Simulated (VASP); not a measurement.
Input of a VASP 6.6.1 run:

Contents of INCAR:

```
SYSTEM = Ni
PREC = Accurate
ENCUT = 520
EDIFF = 1E-7
ISMEAR = -1
SIGMA = 0.1
LREAL = .False.
LASPH = .True.
NELM = 60
ALGO = Normal
ISIF = 2
LWAVE = .False.
LCHARG = .False.
GGA = PE
NBANDS = 11
```

KPOINTS

```
regular mesh
0
Gamma
  15 15 15
  0 0 0
```

The input POSCAR:

```
Ni
1.0
    0.0000000000      1.7572466680      1.7572466680
    1.7572466680      0.0000000000      1.7572466680
    1.7572466680      1.7572466680      0.0000000000
Ni
1
Direct
    0.0000000000      0.0000000000      0.0000000000
```

Potentials or basis: VASP PAW PBE potentials, release 64 (Ni).

Command:

```sh
$ cat potpaw_PBE.64/Ni/POTCAR > POTCAR
$ mpirun -np 1 vasp_std > vasp.out
```

(1) Predict the band gap on the k mesh.

(2) Estimate the pressure.

## Answers

(1) zero (band 5 reaches 9.38 eV, above the bottom of band 6 at 8.43 eV).

(2) 0.0 GPa.

Caveat: the run has no spin polarisation, though such a crystal can be magnetic.
